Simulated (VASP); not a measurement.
# CoIr6Pt9 (P1) in VASP: single point with PBEsol

Aim: the single point of CoIr6Pt9 with PBEsol.

All numbers are computed with VASP 6.6.1; they aren't measurements. Logs are shortened: lines on timing, memory, paths and dates and some standing lists are left out, and cuts for length are marked.

### 1 The cell of the first run

The typed cell holds 16 atoms: a = 6.686 Å, b = 6.693 Å, c = 6.693 Å, α = 109.35°, β = 109.52°, γ = 109.50°.

### 2 Single point, PBEsol, collinear spin, ferromagnetic start

INCAR reads:

```
PREC = Accurate
ENCUT = 520
EDIFF = 1E-6
ISMEAR = 0
SIGMA = 0.1
LREAL = Auto
LASPH = True
NELM = 150
ALGO = Normal
ISIF = 2
LWAVE = False
LCHARG = False
ISPIN = 2
MAGMOM = 3 0 0 0 0 0 0 0 0 0 0 0 0 0 0 0
LORBIT = 11
LMAXMIX = 4
GGA = PS
ISYM = 0
NBANDS = 94
```

KPOINTS reads:

```
regular mesh
0
Gamma
  3 3 3
```

POSCAR reads:

```
CoIr6Pt9
1.0
   -3.8661839497      3.8578064667     -3.8569562831
    3.8699881857      3.8634293611      3.8587749415
    3.8705339216     -3.8596251252     -3.8631249134
Co Ir Pt
1 6 9
Direct
    0.7559932570      0.4990344924      0.7480230814
    0.9964684142      0.2568260336      0.7491632897
    0.2475338193      0.2530570160      0.5020815364
   -0.0034079269      0.5001473807      0.5060032320
    0.7549432053      0.7520014019      0.5034138658
    0.7549075874      0.2543183062      1.0010097383
    0.2431099408      0.7438021288     -0.0070745699
    0.2494521197      0.0001259007      0.7497086793
    0.5054089335      0.0109305398      0.5062770308
    0.5011319464      0.7468566330      0.7473960544
    0.7509597292      1.0043833810      0.2534727007
    0.5055206671      0.2572975203      0.2599691148
    0.9989071985     -0.0038038438      0.9959925707
    0.2494659286      0.5006675753      0.2492781870
   -0.0010694496      0.7469927487      0.2452158778
    0.5011364525      0.4982165377     -0.0040391207
```

Potentials or basis: VASP PAW PBE potentials, release 64 (Co, Ir, Pt).

On the command line:

```sh
$ cat potpaw_PBE.64/Co/POTCAR potpaw_PBE.64/Ir/POTCAR potpaw_PBE.64/Pt/POTCAR > POTCAR
$ mpirun -np 1 vasp_std > vasp.out
```

OUTCAR:

```text
PREC = Accurate
   ENCUT = 520
   EDIFF = 1E-6
   ISMEAR = 0
   LREAL = Auto
   LASPH = True
   NELM = 150
   ISIF = 2
   ISPIN = 2
   LORBIT = 11
   GGA = PS
   ISYM = 0

 ion  position               nearest neighbor table
   1  0.756  0.499  0.748-   2 2.64   4 2.64   7 2.66  12 2.67   9 2.67   5 2.72   6 2.72  13 2.72
                            15 2.72  10 2.75  16 2.75   3 2.78
   2  0.996  0.257  0.749-   1 2.64   4 2.66   7 2.66   9 2.68   6 2.70  11 2.71   3 2.72  14 2.74
                            16 2.76   5 2.76  13 2.77   8 2.78
   3  0.248  0.253  0.502-  10 2.70  16 2.70  11 2.71   4 2.72   2 2.72   9 2.73  14 2.73  12 2.73
                             8 2.73  15 2.77  13 2.77   1 2.78
   4  0.997  0.500  0.506-   1 2.64   2 2.66   7 2.66  12 2.68   5 2.70  11 2.71   3 2.72   8 2.73
                            10 2.75   6 2.76  15 2.77  14 2.78
   5  0.755  0.752  0.503-  13 2.69   4 2.70   8 2.70  12 2.71   1 2.72  10 2.72  11 2.74  15 2.74
                            14 2.76   2 2.76  16 2.78   9 2.78
   6  0.755  0.254  0.001-  15 2.69   2 2.70  14 2.70   9 2.71   1 2.72  16 2.72  13 2.74  11 2.74
                             8 2.76   4 2.76  10 2.78  12 2.78
   7  0.243  0.744  0.993-   1 2.66   4 2.66   2 2.66  15 2.71  13 2.71  14 2.73   8 2.73  16 2.75
                            10 2.75  11 2.77   9 2.81  12 2.81
   8  0.249  0.000  0.750-   5 2.70  13 2.71  16 2.72   7 2.73   9 2.73   3 2.73   4 2.73  10 2.76
                             6 2.76  15 2.76   2 2.78  12 2.79
   9  0.505  0.011  0.506-   1 2.67   2 2.68  12 2.69   6 2.71  11 2.72   8 2.73   3 2.73  10 2.76
                            15 2.77   5 2.78  14 2.79   7 2.81
  10  0.501  0.747  0.747-   3 2.70  16 2.72  13 2.72   5 2.72  14 2.72   1 2.75   7 2.75   4 2.75
                             8 2.76   9 2.76  11 2.77   6 2.78
  11  0.751  0.004  0.253-   3 2.71   2 2.71   4 2.71  12 2.72   9 2.72   5 2.74   6 2.74  15 2.76
                            13 2.76  10 2.77  16 2.77   7 2.77
  12  0.506  0.257  0.260-   1 2.67   4 2.68   9 2.69   5 2.71  11 2.72  14 2.73   3 2.73  16 2.76
                            13 2.77   6 2.78   8 2.79   7 2.81
  13  0.999  0.996  0.996-   5 2.69   7 2.71   8 2.71  10 2.72   1 2.72  15 2.72   6 2.74  14 2.76
                            11 2.76  12 2.77   3 2.77   2 2.77
  14  0.249  0.501  0.249-   6 2.70  15 2.71  10 2.72   7 2.73  12 2.73   3 2.73   2 2.74   5 2.76
                            13 2.76  16 2.76   4 2.78   9 2.79
  15  0.999  0.747  0.245-   6 2.69   7 2.71  14 2.71  16 2.72   1 2.72  13 2.72   5 2.74   8 2.76
                            11 2.76   9 2.77   3 2.77   4 2.77
  16  0.501  0.498  0.996-   3 2.70  10 2.72  15 2.72   6 2.72   8 2.72   1 2.75   7 2.75   2 2.76
                            12 2.76  14 2.76  11 2.77   5 2.78

IMPORTANT INFORMATION: All symmetrisations will be switched off!
NOSYMM: (Re-)initialisation of all symmetry stuff for point group C_1.

----------------------------------------------------------------------------------------

                                     Primitive cell

  volume of cell :     230.7006

  direct lattice vectors                    reciprocal lattice vectors
    -3.866183950  3.857806467 -3.856956283    -0.000136478  0.129543531 -0.129562911
     3.869988186  3.863429361  3.858774942     0.129126655  0.129449316  0.000042263
     3.870533922 -3.859625125 -3.863124913     0.129117515 -0.000033123 -0.129459556

  length of vectors
     6.686266584  6.692760196  6.693390250     0.183215973  0.182840970  0.182841763

  position of ions in fractional coordinates (direct lattice)
     0.755993257  0.499034492  0.748023081
     0.996468414  0.256826034  0.749163290
     0.247533819  0.253057016  0.502081536
     0.996592073  0.500147381  0.506003232
     0.754943205  0.752001402  0.503413866
     0.754907587  0.254318306  0.001009738
[... 8 lines left out ...]
     0.998930550  0.746992749  0.245215878
     0.501136452  0.498216538  0.995960879

  ion indices of the primitive-cell ions
   primitive index   ion index
                 1           1
                 2           2
                 3           3
                 4           4
                 5           5
                 6           6
[... 8 lines left out ...]
                15          15
                16          16

----------------------------------------------------------------------------------------

 KPOINTS: regular mesh

Automatic generation of k-mesh.
 Grid dimensions read from file:
 generate k-points for:    3    3    3

 Generating k-lattice:

  Cartesian coordinates                     Fractional coordinates (reciprocal lattice)
    -0.000045493  0.043181177 -0.043187637     0.333333333  0.000000000 -0.000000000
     0.043042218  0.043149772  0.000014088     0.000000000  0.333333333 -0.000000000
[... 41 lines left out ...]
   ISPIN  =      2    spin polarized calculation?
   LNONCOLLINEAR =      F non collinear calculations
   LSORBIT =      F    spin-orbit coupling
   LASPH  =      T    aspherical Exc in radial PAW
   ENCUT  =  520.0 eV  38.22 Ry    6.18 a.u.  12.43 12.44 12.45*2*pi/ulx,y,z
   NELM   =    150;   NELMIN=  2; NELMDL= -5     # of ELM steps
   EDIFF  = 0.1E-05   stopping-criterion for ELM
   LREAL  =      T    real-space projection
   EDIFFG = 0.1E-04   stopping-criterion for IOM
   NSW    =      0    number of steps for IOM
   IBRION =     -1    ionic relax: 0-MD 1-quasi-New 2-CG
   NFREE  =      0    steps in history (QN), initial steepest desc. (CG)
   ISIF   =      2    stress and relaxation
   ISYM   =      0    0-nonsym 1-usesym 2-fastsym
   POTIM  = 0.5000    time-step for ionic-motion
   TEBEG  =    0.0;   TEEND  =   0.0 temperature during run
   PSTRESS=    0.0 pullay stress
   NELECT =     153.0000    total number of electrons
   NUPDOWN=      -1.0000    fix difference up-down
   EMIN   =  10.00;   EMAX   =-10.00  energy-range for DOS
   EFERMI =   0.00;   METHOD = LEGACY
   ISMEAR =     0;   SIGMA  =   0.10  broadening in eV -4-tet -1-fermi 0-gaus
   EFERMI_NEDOS =   21; number of points for ismear=-14 and -15
   IALGO  =     38    algorithm
   IMIX   =      4    mixing-type and parameters
     AMIX     =   0.40;   BMIX     =  1.00
     AMIX_MAG =   1.60;   BMIX_MAG =  1.00
  volume/ion in A,a.u.               =      14.42        97.30
  Fermi-wavevector in a.u.,A,eV,Ry     =   1.427652  2.697871 27.731269  2.038191
  Thomas-Fermi vector in A             =   2.547799
   LORBIT       =     11    0 simple, 1 ext, 2 COOP (PROOUT), +10 PAW based schemes
   GGA     = PS    functional components
   LHFCALC =     F    Hartree Fock is set to
   AEXX    =    0.0000 exact exchange contribution
   IVDW    =     0    specifies the selected vdW correction
   LEPSILON=     F    determine dielectric tensor
   LRPA    =     F    only Hartree local field effects (RPA)
 spin polarized calculation
 Gauss-broadening in eV      SIGMA  =   0.10
  energy-cutoff  :      520.00
  volume of cell :      230.70
 maximum number of plane-waves:      6317
 NGX is ok and might be reduce to    50
   NGX = 25   NGY = 25   NGZ = 25

 number of electron     153.0000006 magnetization       3.1448614

 Free energy of the ion-electron system (eV)
  ---------------------------------------------------
  ext. energy  EPLUGINS =         0.00000000
  ---------------------------------------------------
  free energy    TOTEN  =      -128.58423978 eV

  energy without entropy =     -128.47945480  energy(sigma->0) =     -128.53184729

 E-fermi :  10.9078     XC(G=0): -13.8194

 val. band max:       10.9026778941   @ k =   0.3333   0.3333   0.0000
 cond. band min:      10.9120784037   @ k =   0.0000   0.0000   0.0000
 fundamental gap:      0.0094005096
 Fermi energy:        10.9078498618

 spin component 1

 k-point     1 :       0.0000    0.0000    0.0000
  band No.  band energies     occupation
      1       0.1652      1.00000
      2       3.2480      1.00000
      3       3.4116      1.00000
      4       3.4852      1.00000
      5       3.8263      1.00000
      6       3.8346      1.00000
[... 1263 lines left out ...]
     87      11.9172      0.00000
     88      12.1005      0.00000
 Fermi energy:        10.9078498618

 spin component 2

 k-point     1 :       0.0000    0.0000    0.0000
  band No.  band energies     occupation
      1       0.1835      1.00000
      2       3.3000      1.00000
      3       3.4602      1.00000
      4       3.5409      1.00000
      5       3.8791      1.00000
      6       3.8894      1.00000
[... 1263 lines left out ...]
     87      12.1055      0.00000
     88      12.1644      0.00000
 [bands above 88 left out]

------------------------ aborting loop because EDIFF is reached ----------------------------------------

  FORCE on cell =-STRESS in cart. coord.  units (eV):
  Direction    XX          YY          ZZ          XY          YZ          ZX
  --------------------------------------------------------------------------------------
  -------------------------------------------------------------------------------------
  Total       -0.0876225     -0.1357157     -0.1072485     -0.0223515     -0.0848394      0.0508226
  in kB       -0.6085240     -0.9425229     -0.7448234     -0.1552273     -0.5891956      0.3529544
  external PRESSURE =      -0.7652901 kB  Pullay stress =       0.0000000 kB

 VOLUME and BASIS-vectors are now :
 -----------------------------------------------------------------------------
  energy-cutoff  :      520.00
  volume of cell :      230.70
      direct lattice vectors                 reciprocal lattice vectors
    -3.866183950  3.857806467 -3.856956283    -0.000136478  0.129543531 -0.129562911
     3.869988186  3.863429361  3.858774942     0.129126655  0.129449316  0.000042263
     3.870533922 -3.859625125 -3.863124913     0.129117515 -0.000033123 -0.129459556

 POSITION                                       TOTAL-FORCE (eV/Angst)
 -----------------------------------------------------------------------------------
      1.90370      1.95737     -3.87988         0.003227     -0.000234     -0.002395
      0.04105      1.94492     -5.74641        -0.009948     -0.014522     -0.021215
      1.96564     -0.00524     -1.91784        -0.027724     -0.002308     -0.002348
      0.04106      3.82396     -3.86861        -0.013473      0.019212      0.022217
      1.93997      3.87474     -1.95473        -0.004290     -0.020869      0.024549
     -1.93049      3.89093     -1.93419        -0.003663     -0.020655      0.018691
[... 8 lines left out ...]
     -0.02208      5.79319     -1.91765         0.003913      0.001438      0.005040
      3.84551      0.01408     -3.85788         0.008449     -0.004212     -0.011440
 -----------------------------------------------------------------------------------
    total drift:                                0.001754      0.002139     -0.002963

  FREE ENERGIE OF THE ION-ELECTRON SYSTEM (eV)
  ---------------------------------------------------
  free  energy   TOTEN  =      -128.5842397763 eV

  energy  without entropy=     -128.4794548000  energy(sigma->0) =     -128.53184729

 total charge

# of ion       s       p       d       tot
------------------------------------------
    1        0.399   0.461   7.214   8.074
    2        0.655   0.688   6.940   8.283
    3        0.635   0.631   6.993   8.259
    4        0.655   0.688   6.941   8.283
    5        0.636   0.630   6.989   8.255
    6        0.636   0.630   6.989   8.255
[... 8 lines left out ...]
   15        0.672   0.689   8.046   9.407
   16        0.669   0.687   8.041   9.397
--------------------------------------------------
tot         10.290  10.599 121.432 142.321

 magnetization (x)

# of ion       s       p       d       tot
------------------------------------------
    1        0.007   0.005   1.758   1.770
    2       -0.001  -0.005   0.181   0.175
    3       -0.002  -0.006   0.088   0.080
    4       -0.001  -0.005   0.181   0.175
    5       -0.002  -0.006   0.089   0.081
    6       -0.002  -0.006   0.089   0.081
[... 8 lines left out ...]
   15       -0.002  -0.006   0.094   0.086
   16       -0.002  -0.005   0.080   0.072
--------------------------------------------------
tot         -0.024  -0.069   3.229   3.136
```

It took 83 min on 1 thread of Oxide Virtual Turin-like, shared host; peak memory 0.66 GiB.

What came out:

| Item | Value |
| --- | --- |
| Free energy | -128.5842 eV |
| Pressure | -0.1 GPa |
| Largest force | 0.033 eV/Å |
| Net moment | 3.14 μB per cell |
| Site moments | Co +1.77; Ir +0.17, +0.08 (each value once); Pt +0.06, +0.12, +0.07, +0.02, +0.09 (each value once) μB |
| Valence electrons inside the program's atomic spheres | Co 8.07; Ir 8.28, 8.26, 8.27 (each value once); Pt 9.41, 9.40 (each value once) |

Forces on the atoms (eV/Å):
```
Co   0.003  0.000 -0.002
Ir  -0.010 -0.015 -0.021
Ir  -0.028 -0.002 -0.002
Ir  -0.013  0.019  0.022
Ir  -0.004 -0.021  0.025
Ir  -0.004 -0.021  0.019
Ir   0.029  0.013 -0.011
Pt   0.003  0.021 -0.010
Pt   0.011  0.000  0.002
Pt   0.001  0.017  0.001
Pt  -0.020 -0.007  0.010
Pt   0.009 -0.011  0.002
Pt   0.010 -0.004 -0.010
Pt   0.001  0.013 -0.016
Pt   0.004  0.001  0.005
Pt   0.008 -0.004 -0.011
```

Caveat: the k points lie up to 0.38 Å⁻¹ apart; the PAW data sets were made with another functional, which shifts forces and pressure a little; spin-orbit coupling is left out, which moves the levels of the heavy elements.
